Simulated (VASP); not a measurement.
Here is a VASP 6.6.1 calculation.

File INCAR:

```
SYSTEM = O
PREC = Accurate
ENCUT = 520
EDIFF = 1E-7
ISMEAR = -1
SIGMA = 0.15
LREAL = .False.
LASPH = .True.
NELM = 80
ALGO = Normal
ISIF = 2
LWAVE = .False.
LCHARG = .False.
NBANDS = 9
```

Contents of KPOINTS:

```
regular mesh
0
Gamma
  8 8 8
  0 0 0
```

Contents of POSCAR:

```
O
1.0
    0.0000000000      2.1085000000      2.1085000000
    2.1085000000      0.0000000000      2.1085000000
    2.1085000000      2.1085000000      0.0000000000
O
1
Direct
    0.5000000000      0.5000000000      0.5000000000
```

Potentials or basis: VASP PAW LDA potentials, release 64 (O).

Command:

```sh
$ cat potpaw_LDA.64/O/POTCAR > POTCAR
$ mpirun -np 1 vasp_std > vasp.out
```

Q: What does it give for the band gap on the k mesh?

A: Zero (band 3 reaches -4.73 eV, above the bottom of band 4 at -5.55 eV).

Q: What does it give for the pressure?

A: -15.5 GPa.
